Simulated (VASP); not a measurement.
A run of VASP 6.6.1 is set up as follows.

The input INCAR:

```
SYSTEM = Ge4S
ALGO     = Normal         ! electronic algorithm
DIPOL    = 0.5 0.5 0.339
EDIFF    = 1E-6           ! SCF threshold, eV
ENCUT    = 520            ! plane-wave cutoff, eV
GGA      = PE             ! functional
IDIPOL   = 3            
ISIF     = 2              ! what is computed and relaxed
ISMEAR   = 0              ! smearing method
LASPH    = .TRUE.         ! aspherical terms in the spheres
LCHARG   = .FALSE.        ! write CHGCAR
LDIPOL   = .TRUE.       
LREAL    = .FALSE.        ! projectors in reciprocal space
LWAVE    = .FALSE.        ! write WAVECAR
NBANDS   = 39             ! bands
NELM     = 60             ! most SCF steps
PREC     = Accurate       ! precision mode
SIGMA    = 0.1            ! smearing width, eV
```

KPOINTS

```
k-points
0
G
  7 7 1
  0 0 0
```

The input POSCAR:

```
Ge4S
1.0
    4.0740542171      0.0000000000      0.0000000000
    0.0000000000      4.0740542171      0.0000000000
    0.0000000000      0.0000000000     19.8557569412
Ge S
4 1
Direct
    0.0000000000      0.5000000000      0.2014529092
    0.0000000000      0.0000000000      0.2739958843
    0.5000000000      0.0000000000      0.3493666172
    0.5000000000      0.5000000000      0.4208228861
    0.8750000000      1.0000000000      0.4487441933
```

Potentials or basis: VASP PAW PBE potentials, release 64 (Ge_d, S).

Command:

```sh
$ cat potpaw_PBE.64/Ge_d/POTCAR potpaw_PBE.64/S/POTCAR > POTCAR
$ mpirun -np 1 vasp_std > vasp.out
```

Task: Estimate the band gap on the k mesh.

Result: Zero (bands 31 and 32 overlap by 0.93 eV).

Task: Predict the largest force.

Result: 1.634 eV/Å.

Forces on the atoms (eV/Å):
```
Ge   0.036  0.000  0.233
Ge  -0.403  0.000 -0.550
Ge   0.783  0.000 -1.269
Ge  -0.383  0.000  1.588
S   -0.033  0.000 -0.003
```
